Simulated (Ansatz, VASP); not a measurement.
**Si: VASP beside Ansatz**

```xyz
2
Lattice="-0.0151 2.7221 2.7221 2.7221 -0.0151 2.7221 2.7070 2.7070 0.0000" Properties=species:S:1:pos:R:3 pbc="T T T"
Si    0.0000    0.0000   -0.0038
Si    1.3535    1.3535    1.3649
```

Change from the starting cell: shear_xy strain -1.1%.

Alike in both runs: task single point; functional HSE06; k mesh 6 × 6 × 6; no spin polarisation.

|  | VASP | Ansatz |
| --- | --- | --- |
| version | VASP 6.6.1 | Ansatz 0.2.0 |
| potentials or method | VASP PAW PBE potentials, release 64 (Si) | plane waves, PAW |
| plane-wave cutoff (eV) | 520 | 420 |
| occupations | gaussian, width 0.01 eV | fixed |
| valence electrons in the cell | 8 | 8 |

Ansatz gave:

* gap on the k mesh at the Fermi level (eV): 1.16
* pressure (GPa): -0.2
* traceless stress, the component that is largest in VASP (GPa): 0.90

Q: What did VASP give for the same quantities?

A: gap on the k mesh at the Fermi level (eV): 1.17; pressure (GPa): -0.5; traceless stress, the component that is largest in VASP (GPa): 0.91.

Ansatz's warnings: stress exchange threshold loose, stress scf threshold loose.
